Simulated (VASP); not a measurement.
Set up this calculation in VASP 6.6.1, as the native input.

| Quantity | Value |
| --- | --- |
| Task | single point |
| Functional | PBE |
| Potentials or basis | VASP PAW PBE potentials, release 64 (Na_pv, B) |
| Cutoff | 520 eV |
| k mesh | 12 × 12 × 4 |
| Occupations | gaussian, width 0.1 eV |
| Spin | no spin polarisation |
| Dipole correction | no |
| Further INCAR settings | ALGO = Fast; EDIFF = 1e-06; NBANDS = 34 |

The structure of Na3B lies in POSCAR:

```
Na3B
1.0
    4.7472500214      0.0000000000      0.0000000000
   -2.3736250107      4.1112391166      0.0000000000
    0.0000000000      0.0000000000     11.0758827714
Na B
6 2
Direct
    0.3333333333      0.6666666667      0.4376339417
    0.3333333333      0.6666666667      0.0623660583
    0.6666666667      0.3333333333      0.9376339417
    0.6666666667      0.3333333333      0.5623660583
    0.0000000000      0.0000000000      0.2500000000
    0.0000000000      0.0000000000      0.7500000000
    0.0000000000      0.0000000000      0.0000000000
    0.0000000000      0.0000000000      0.5000000000
```

One way to write it, as run:

INCAR

```
  PREC = Accurate
  ENCUT = 520
  EDIFF = 1E-6
  ISMEAR = 0
  SIGMA = 0.1
  LREAL = F
  LASPH = T
  NELM = 100
  ALGO = Fast
  ISIF = 2
  LWAVE = F
  LCHARG = F
  GGA = PE
  NBANDS = 34
```

KPOINTS

```
regular mesh
0
Gamma
  12 12 4
```

Potentials or basis: VASP PAW PBE potentials, release 64 (Na_pv, B).

Launch:

```sh
$ cat potpaw_PBE.64/Na_pv/POTCAR potpaw_PBE.64/B/POTCAR > POTCAR
$ mpirun -np 1 vasp_std > vasp.out
```

It gave:

- Pressure: 0.0 GPa
- Largest force: 0.007 eV/Å
- Band gap on the k mesh: zero (bands 24 and 25 overlap by 1.20 eV)

Wall time 3.5 min on 1 thread of Intel(R) Xeon(R) 6975P-C (Granite Rapids) (shared host), peak memory 0.5 GiB.
